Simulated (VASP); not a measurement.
Pt:

```
Pt
1.0
    -1.58422    1.58422    1.58422
     1.58422   -1.58422    1.58422
     1.58422    1.58422   -1.58422
Pt
1
Direct
  0.00000 0.00000 0.00000
```

Base run:

| Item | Value |
| --- | --- |
| Program | VASP 6.6.1 |
| Functional | PBE |
| Potentials or basis | VASP PAW PBE potentials, release 64 (Pt) |
| Cutoff | 520 eV |
| k mesh | 12 × 12 × 12 |
| Occupations | fermi-dirac, width 0.05 eV |
| Spin | no spin polarisation |

Its results: band gap on the k mesh zero (band 5 reaches 11.08 eV, above the bottom of band 6 at 8.94 eV); pressure -1.8 GPa.

**Question.** The run is repeated on the same cell with these changes: functional from PBE to HF; k mesh from 12 × 12 × 12 to 6 × 6 × 6. What comes out?

**Answer.** Band gap on the k mesh zero (band 5 reaches 12.46 eV, above the bottom of band 6 at 4.20 eV); pressure 0.2 GPa.

Several settings changed at once, so the effect can't be laid on one alone.

Caveats: some runs use coarse meshes; spin-orbit coupling is left out, which moves the levels of the heavy elements; the PAW data sets were made with another functional, which shifts forces and pressure a little (some runs).
